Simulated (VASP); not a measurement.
Here is a VASP 6.6.1 calculation.

File INCAR:

```
PREC = Accurate ; ENCUT = 520
EDIFF = 1E-6 ; ISMEAR = 0
SIGMA = 0.1 ; LREAL = F
LASPH = T ; NELM = 100
ALGO = Normal ; ISIF = 2
LWAVE = F ; LCHARG = F
GGA = PE ; NBANDS = 24
```

KPOINTS

```
regular mesh
0
Gamma
  4 4 4
```

POSCAR

```
LaB6
1.0
    4.1374420000      0.0000000000      0.0000000000
    0.0000000000      4.1374420000      0.0000000000
    0.0000000000      0.0000000000      4.1374420000
La B
1 6
Direct
   -0.0095769318      0.0225368718     -0.0082120789
    0.4978327189      0.5095300430      0.1981156473
    0.4911539545      0.5156507330      0.7978714868
    0.1987027250      0.5311552404      0.5131397612
    0.8005857242      0.5273192954      0.5142114379
    0.4791721552      0.2150379389      0.5029286211
    0.4976280030      0.8187604805      0.4865735882
```

Potentials or basis: VASP PAW PBE potentials, release 64 (La, B).

Run with:

```console
$ cat potpaw_PBE.64/La/POTCAR potpaw_PBE.64/B/POTCAR > POTCAR
$ mpirun -np 1 vasp_std > vasp.out
```

Task: Estimate the largest force.

Result: 1.151 eV/Å.

Task: Estimate the pressure.

Result: 2.7 GPa.

Stress tensor (GPa, compression positive):
```
 2.89 -0.92  0.74
-0.92  2.62  0.79
 0.74  0.79  2.61
```

Caveat: the k points lie up to 0.38 Å⁻¹ apart; forces of over 1 eV/Å act on the atoms, so gaps and moduli don't describe the material at rest.
